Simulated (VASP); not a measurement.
# Sb in VASP: a series of runs

The runs below take Sb through electric field gradients, with LDA, PBE.

All numbers are computed with VASP 6.6.1; they aren't measurements. Logs are shortened: lines on timing, memory, paths and dates and some standing lists are left out, and cuts for length are marked.

**1. The cell of the first run**

The structure is tetragonal, space group I4/mmm (No. 139). The conventional cell has a = 3.292 Å, b = 3.292 Å, c = 4.610 Å, α = 90.00°, β = 90.00°, γ = 90.00°. Within 4.3 Å of Sb (site symmetry 4/mmm) lie 12 Sb at 3.28 to 3.29 Å.

**2. Electric field gradients, LDA**

Contents of INCAR:

```
PREC = Accurate
ENCUT = 520
EDIFF = 1E-8
ISMEAR = -1
SIGMA = 0.05
LREAL = F
LASPH = T
NELM = 80
ALGO = Normal
ISIF = 2
LWAVE = F
LCHARG = F
LEFG = T
NBANDS = 8
```

Contents of KPOINTS:

```
regular mesh
0
Gamma
  12 12 12
```

Contents of POSCAR:

```
Sb
1.0
    0.0000000000      2.3280500000      2.3050000000
    2.3280500000      0.0000000000      2.3050000000
    2.3280500000      2.3280500000      0.0000000000
Sb
1
Direct
    0.0000000000      0.0000000000      0.0000000000
```

Potentials or basis: VASP PAW LDA potentials, release 64 (Sb).

The run is started by

```bash
$ cat potpaw_LDA.64/Sb/POTCAR > POTCAR
$ mpirun -np 1 vasp_std > vasp.out
```

OUTCAR:

```text
PREC = Accurate
   ENCUT = 520
   EDIFF = 1E-8
   ISMEAR = -1
   LREAL = F
   LASPH = T
   NELM = 80
   ISIF = 2

 ion  position               nearest neighbor table
   1  0.000  0.000  0.000-

  LATTYP: Found a body centered tetragonal cell.
 ALAT       =     3.2923598839
 C/A-ratio  =     1.4002114479

  Lattice vectors:

 A1 = (   0.0000000000,  -2.3280500000,  -2.3050000000)
 A2 = (   0.0000000000,   2.3280500000,  -2.3050000000)
 A3 = (   2.3280500000,   0.0000000000,   2.3050000000)

Analysis of symmetry for initial positions (statically):
=====================================================================
 Subroutine PRICEL returns:
 Original cell was already a primitive cell.

 Routine SETGRP: Setting up the symmetry group for a
 body centered tetragonal supercell.

 Subroutine GETGRP returns: Found 16 space group operations
 (whereof 16 operations were pure point group operations)
 out of a pool of 16 trial point group operations.

The static configuration has the point symmetry D_4h.

Analysis of symmetry for dynamics (positions and initial velocities):
=====================================================================
 Subroutine PRICEL returns:
 Original cell was already a primitive cell.

 Routine SETGRP: Setting up the symmetry group for a
 body centered tetragonal supercell.

 Subroutine GETGRP returns: Found 16 space group operations
 (whereof 16 operations were pure point group operations)
 out of a pool of 16 trial point group operations.

The dynamic configuration has the point symmetry D_4h.

 Subroutine INISYM returns: Found 16 space group operations
 (whereof 16 operations are pure point group operations),
 and found     1 'primitive' translations

----------------------------------------------------------------------------------------

                                     Primitive cell

  volume of cell :      24.9854

  direct lattice vectors                    reciprocal lattice vectors
     0.000000000  2.328050000  2.305000000    -0.214772020  0.214772020  0.216919740
     2.328050000  0.000000000  2.305000000     0.214772020 -0.214772020  0.216919740
     2.328050000  2.328050000  0.000000000     0.214772020  0.214772020 -0.216919740

  length of vectors
     3.276101617  3.276101617  3.292359884     0.373240156  0.373240156  0.373240156

  position of ions in fractional coordinates (direct lattice)
     0.000000000  0.000000000  0.000000000

  ion indices of the primitive-cell ions
   primitive index   ion index
                 1           1

----------------------------------------------------------------------------------------

 KPOINTS: regular mesh

Automatic generation of k-mesh.
 Grid dimensions read from file:
 generate k-points for:   12   12   12

 Generating k-lattice:

  Cartesian coordinates                     Fractional coordinates (reciprocal lattice)
    -0.017897668  0.017897668  0.018076645     0.083333333  0.000000000  0.000000000
     0.017897668 -0.017897668  0.018076645     0.000000000  0.083333333  0.000000000
     0.017897668  0.017897668 -0.018076645     0.000000000  0.000000000  0.083333333

  Length of vectors
     0.031103346  0.031103346  0.031103346

  Shift w.r.t. Gamma in fractional coordinates (k-lattice)
     0.000000000  0.000000000  0.000000000

 Subroutine IBZKPT returns following result:
 ===========================================

 Found    163 irreducible k-points:

 Following reciprocal coordinates:
            Coordinates               Weight
  0.000000  0.000000  0.000000      1.000000
  0.083333 -0.000000  0.000000      8.000000
  0.166667  0.000000  0.000000      8.000000
  0.250000 -0.000000  0.000000      8.000000
  0.333333  0.000000  0.000000      8.000000
  0.416667 -0.000000  0.000000      8.000000
[... 16 lines left out ...]
  0.500000  0.166667  0.000000      8.000000
 -0.416667  0.166667  0.000000      8.000000
 [... further k-points ...]
   k-points           NKPTS =    163   k-points in BZ     NKDIM =    163   number of bands    NBANDS=      8
   number of dos      NEDOS =    301   number of ions     NIONS =      1
   total plane-waves  NPLWV =  13824
   dimension x,y,z NGX =    24 NGY =   24 NGZ =   24
   dimension x,y,z NGXF=    48 NGYF=   48 NGZF=   48
   ions per type =               1
   NGX,Y,Z   is equivalent  to a cutoff of  12.18, 12.18, 12.12 a.u.
   NGXF,Y,Z  is equivalent  to a cutoff of  24.36, 24.36, 24.24 a.u.
 SYSTEM =  unknown system
   PREC   = accura    normal or accurate (medium, high low for compatibility)
   ISTART =      0    job   : 0-new  1-cont  2-samecut
   ICHARG =      2    charge: 1-file 2-atom 10-const
   ISPIN  =      1    spin polarized calculation?
   LNONCOLLINEAR =      F non collinear calculations
   LSORBIT =      F    spin-orbit coupling
   LASPH  =      T    aspherical Exc in radial PAW
   ENCUT  =  520.0 eV  38.22 Ry    6.18 a.u.   6.09  6.09  6.12*2*pi/ulx,y,z
   NELM   =     80;   NELMIN=  2; NELMDL= -5     # of ELM steps
   EDIFF  = 0.1E-07   stopping-criterion for ELM
   LREAL  =      F    real-space projection
   EDIFFG = 0.1E-06   stopping-criterion for IOM
   NSW    =      0    number of steps for IOM
   IBRION =     -1    ionic relax: 0-MD 1-quasi-New 2-CG
   NFREE  =      0    steps in history (QN), initial steepest desc. (CG)
   ISIF   =      2    stress and relaxation
   ISYM   =      2    0-nonsym 1-usesym 2-fastsym
   POTIM  = 0.5000    time-step for ionic-motion
   TEBEG  =    0.0;   TEEND  =   0.0 temperature during run
   PSTRESS=    0.0 pullay stress
   NELECT =       5.0000    total number of electrons
   NUPDOWN=      -1.0000    fix difference up-down
   EMIN   =  10.00;   EMAX   =-10.00  energy-range for DOS
   EFERMI =   0.00;   METHOD = LEGACY
   ISMEAR =    -1;   SIGMA  =   0.05  broadening in eV -4-tet -1-fermi 0-gaus
   EFERMI_NEDOS =   21; number of points for ismear=-14 and -15
   IALGO  =     38    algorithm
   IMIX   =      4    mixing-type and parameters
     AMIX     =   0.40;   BMIX     =  1.00
     AMIX_MAG =   1.60;   BMIX_MAG =  1.00
  volume/ion in A,a.u.               =      24.99       168.61
  Fermi-wavevector in a.u.,A,eV,Ry     =   0.957568  1.809541 12.475680  0.916937
  Thomas-Fermi vector in A             =   2.086598
   LORBIT       =      0    0 simple, 1 ext, 2 COOP (PROOUT), +10 PAW based schemes
   GGA     = CA    functional components
   LHFCALC =     F    Hartree Fock is set to
   AEXX    =    0.0000 exact exchange contribution
   IVDW    =     0    specifies the selected vdW correction
   LEPSILON=     F    determine dielectric tensor
   LRPA    =     F    only Hartree local field effects (RPA)
 non-spin polarized calculation
  energy-cutoff  :      520.00
  volume of cell :       24.99
 maximum number of plane-waves:       686
   NGX = 13   NGY = 13   NGZ = 13

 number of electron       5.0000000 magnetization

 Free energy of the ion-electron system (eV)
  ---------------------------------------------------
  ext. energy  EPLUGINS =         0.00000000
  ---------------------------------------------------
  free energy    TOTEN  =        -4.52581213 eV

  energy without entropy =       -4.51883135  energy(sigma->0) =       -4.52232174

 E-fermi :   9.4695     XC(G=0): -10.6963

 val. band max:        9.4690702276   @ k =   0.3333   0.0833   0.2500
 cond. band min:       9.4720207021   @ k =   0.3333   0.2500   0.0833
 fundamental gap:      0.0029504745
 Fermi energy:         9.4694640998

 k-point     1 :       0.0000    0.0000    0.0000
  band No.  band energies     occupation
      1      -4.1205      2.00000
      2      15.2151      0.00000
      3      15.2222      0.00000
      4      15.2222      0.00000
      5      19.4002      0.00000
      6      19.4002      0.00000
      7      19.4612      0.00000
      8      19.7496      0.00000

 k-point     2 :       0.0833   -0.0000    0.0000
  band No.  band energies     occupation
      1      -3.9734      2.00000
      2      13.8459      0.00000
      3      15.0065      0.00000
      4      15.0214      0.00000
      5      18.5838      0.00000
      6      19.7190      0.00000
      7      19.7527      0.00000
      8      21.4830      0.00000

 k-point     3 :       0.1667    0.0000    0.0000
  band No.  band energies     occupation
      1      -3.5335      2.00000
      2      11.2730      0.00000
      3      14.5302      0.00000
      4      14.5859      0.00000
      5      18.1506      0.00000
      6      20.2204      0.00000
      7      20.3042      0.00000
      8      21.8183      0.00000

 k-point     4 :       0.2500   -0.0000    0.0000
  band No.  band energies     occupation
      1      -2.8081      2.00000
      2       8.6251      2.00000
      3      14.0287      0.00000
      4      14.1270      0.00000
      5      17.9111      0.00000
      6      19.7827      0.00000
      7      19.9502      0.00000
      8      21.2962      0.00000

 k-point     5 :       0.3333    0.0000    0.0000
  band No.  band energies     occupation
      1      -1.8222      2.00000
      2       6.1906      2.00000
      3      13.6218      0.00000
      4      13.7569      0.00000
      5      17.8437      0.00000
      6      19.1088      0.00000
      7      19.2734      0.00000
      8      20.2462      0.00000

 k-point     6 :       0.4167   -0.0000    0.0000
  band No.  band energies     occupation
      1      -0.6811      2.00000
      2       4.1583      2.00000
      3      13.3623      0.00000
      4      13.5224      0.00000
      5      17.9203      0.00000
      6      18.6579      0.00000
      7      18.8204      0.00000
      8      19.4726      0.00000

 k-point     7 :       0.5000   -0.0000    0.0000
  band No.  band energies     occupation
      1       0.0307      2.00000
      2       3.1464      2.00000
      3      13.2735      0.00000
      4      13.4426      0.00000
      5      18.0015      0.00000
      6      18.5028      0.00000
      7      18.6759      0.00000
      8      19.1453      0.00000
[... 133 lines left out ...]
 k-point    20 :       0.2500    0.1667    0.0000
  band No.  band energies     occupation
      1      -2.7864      2.00000
      2      10.5282      0.00000
      3      12.3197      0.00000
      4      12.7723      0.00000
      5      16.4410      0.00000
      6      17.6598      0.00000
      7      22.3837      0.00000
      8      22.5395      0.00000

 k-point    21 :       0.3333    0.1667    0.0000
  band No.  band energies     occupation
      1      -1.9693      2.00000
      2       8.0931      2.00000
      3      11.9243      0.00000
      4      12.0684      0.00000
      5      16.2004      0.00000
      6      18.4368      0.00000
      7      21.8712      0.00000
      8      22.1915      0.00000

 k-point    22 :       0.4167    0.1667    0.0000
  band No.  band energies     occupation
      1      -0.9184      2.00000
      2       5.8627      2.00000
      3      11.2639      0.00000
      4      11.7963      0.00000
      5      15.8983      0.00000
      6      19.9403      0.00000
      7      21.1129      0.00000
      8      22.0342      0.00000

 k-point    23 :       0.5000    0.1667    0.0000
  band No.  band energies     occupation
      1       0.1683      2.00000
      2       4.1313      2.00000
      3      10.5661      0.00000
      4      11.9482      0.00000
      5      15.9011      0.00000
      6      20.5053      0.00000
      7      20.6656      0.00000
      8      22.7796      0.00000

 k-point    24 :      -0.4167    0.1667    0.0000
  band No.  band energies     occupation
      1       0.3858      2.00000
      2       3.8387      2.00000
      3      10.0713      0.00001
      4      12.3730      0.00000
      5      16.2094      0.00000
      6      20.1004      0.00000
      7      20.4812      0.00000
      8      23.6660      0.00000

 [... further k-points ...]
[... 5 lines left out ...]
  --------------------------------------------------------------------------------------
  -------------------------------------------------------------------------------------
  Total        0.3935762      0.3935762      0.3470149      0.0000000     -0.0000000      0.0000000
  in kB       25.2379358     25.2379358     22.2522108      0.0000000     -0.0000000      0.0000000
  external PRESSURE =      24.2426941 kB  Pullay stress =       0.0000000 kB

 VOLUME and BASIS-vectors are now :
 -----------------------------------------------------------------------------
  energy-cutoff  :      520.00
  volume of cell :       24.99
      direct lattice vectors                 reciprocal lattice vectors
     0.000000000  2.328050000  2.305000000    -0.214772020  0.214772020  0.216919740
     2.328050000  0.000000000  2.305000000     0.214772020 -0.214772020  0.216919740
     2.328050000  2.328050000  0.000000000     0.214772020  0.214772020 -0.216919740

 POSITION                                       TOTAL-FORCE (eV/Angst)
 -----------------------------------------------------------------------------------
      0.00000      0.00000      0.00000         0.000000      0.000000      0.000000
 -----------------------------------------------------------------------------------
    total drift:                                0.000000     -0.000000     -0.000000

  FREE ENERGIE OF THE ION-ELECTRON SYSTEM (eV)
  ---------------------------------------------------
  free  energy   TOTEN  =        -4.5258121341 eV

  energy  without entropy=       -4.5188313460  energy(sigma->0) =       -4.52232174

 Electric field gradients (V/A^2)
---------------------------------------------------------------------
 ion       V_xx      V_yy      V_zz      V_xy      V_xz      V_yz
---------------------------------------------------------------------
   1       2.278     2.278    -4.556    -0.000    -0.000    -0.000
---------------------------------------------------------------------

 Electric field gradients after diagonalization (V/A^2)
 (convention: |V_zz| > |V_xx| > |V_yy|)
----------------------------------------------------------------------
 ion       V_xx      V_yy      V_zz     asymmetry (V_yy - V_xx)/ V_zz
----------------------------------------------------------------------
   1       2.278     2.278    -4.556       0.000
----------------------------------------------------------------------

           NMR quadrupolar parameters

 Cq : quadrupolar parameter    Cq=e*Q*V_zz/h
 eta: asymmetry parameters     (V_yy - V_xx)/ V_zz
 Q  : nuclear electric quadrupole moment in mb (millibarn)
----------------------------------------------------------------------
 ion       Cq(MHz)       eta       Q (mb)
----------------------------------------------------------------------
   1      -0.011       0.000       1.000
----------------------------------------------------------------------
```

Run time: 22 s. Hardware: 1 thread of AMD EPYC 7R43 (Zen 3), shared host; peak memory 0.12 GiB.

What came out:

| Property | Result |
| --- | --- |
| Free energy | -4.5258 eV |
| Pressure | 2.4 GPa |

Stress tensor (GPa, compression positive):
```
2.52 0.00 0.00
0.00 2.52 0.00
0.00 0.00 2.23
```

Levels at points of the mesh, in eV from the Fermi level:
| k point | band 1 | band 2 | band 3 | band 4 | band 5 | band 6 |
| --- | --- | --- | --- | --- | --- | --- |
| (0.00, 0.00, 0.00) | -13.59 | 5.75 | 5.75 | 5.75 | 9.93 | 9.93 |
| (0.50, 0.00, 0.00) | -9.44 | -6.32 | 3.80 | 3.97 | 8.53 | 9.03 |
| (0.50, 0.50, 0.00) | -7.52 | -5.30 | 0.24 | 0.24 | 4.12 | 4.52 |
| (0.50, 0.00, 0.50) | -7.66 | -5.39 | 0.33 | 0.41 | 4.26 | 4.61 |

Electric field gradients, principal values (V/Å²):
```tsv
atom	least	middle	greatest (by size)
1 Sb	2.278	2.278	-4.556
```

Caveat: without QUAD_EFG the Cq values of the log hold for a quadrupole moment of 1 mb, not for the nuclei; spin-orbit coupling is left out, which moves the levels of the heavy elements.

[end of part 1 of 2]
